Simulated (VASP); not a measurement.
Runs of VASP 6.6.1 on LaTe4. The structure is that of space group R3m (No. 160), or close to it. The cells are those of the table. 

```csv
task,cell,k mesh,cutoff (eV),gap on the mesh (eV),pressure (GPa),relaxed volume (Å³/atom),largest force (eV/Å)
relaxation of cell and atoms,"relaxed from a = 5.746 Å, angles 77.5°, 5 atoms",3 × 3 × 3,600,none,0.0,39.60,0.02
relaxation of cell and atoms,"relaxed from a = 6.449 Å, angles 79.7°, 5 atoms",6 × 6 × 6,600,none,0.0,51.15,-
single point,"a = 6.449 Å, angles 79.7°, 5 atoms",3 × 3 × 3,520,none,0.0,-,0.01
single point,"a = 6.449 Å, angles 79.6°, 5 atoms",6 × 6 × 6,520,none,0.0,-,0.01
single point,"a = 5.746 Å, angles 77.5°, 5 atoms",3 × 3 × 3,520,none,(a),-,10.86
```

Alike in all rows: level PBE; potentials or basis VASP PAW PBE potentials, release 64 (La, Te); no spin polarisation; smearing gaussian 0.1 eV.

Task: Fill in the values left out.

Result: (a) 15.6.

Caveats: some runs use coarse meshes; spin-orbit coupling is left out, which moves the levels of the heavy elements; forces of over 1 eV/Å act on the atoms, so gaps and moduli don't describe the material at rest (some runs).

A k mesh can miss the band edges, and the runs leave out spin-orbit coupling on La, Te.

A gap of «none» marks levels without a gap at the run's occupations.
